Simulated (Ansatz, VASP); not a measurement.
# One calculation of Fe, two programs

```xyz
2
Lattice="0.0000 2.4416 2.4416 2.4416 0.0000 2.4416 2.4416 2.4416 0.0000" Properties=species:S:1:pos:R:3 pbc="T T T"
Fe    0.0000    0.0000    0.0000
Fe    2.4416    2.4416    2.4416
```

Alike in both runs: task single point; functional BLYP; k mesh 13 × 13 × 13; occupations fermi-dirac, width 0.05 eV; collinear spin.

|  | VASP | Ansatz |
| --- | --- | --- |
| version | VASP 6.6.1 | Ansatz 0.2.0 |
| potentials or method | VASP PAW PBE potentials, release 64 (Fe), cutoff 520 eV | plane waves (420 eV) with PAW, scalar-relativistic |
| valence electrons in the cell | 16 | 32 |

|  | VASP | Ansatz | Ansatz less VASP |
| --- | --- | --- | --- |
| pressure (GPa) | -3.2 | -2.9 | +0.29 |
| net moment per atom (μB) | 0.00 | 0.00 | 0.000 |
| size of the moment on the site where the two differ most (μB) | 2.33 | 2.28 | -0.051 |

VASP's potentials were made for PBE, not for BLYP. Site moments also hang on the region over which each program counts them. With one functional, cell and mesh, what is left measures potentials, basis and numerics. VASP's potentials hold 16 valence electrons a cell and Ansatz's 32, so a difference there can come from the potentials and not from the codes.
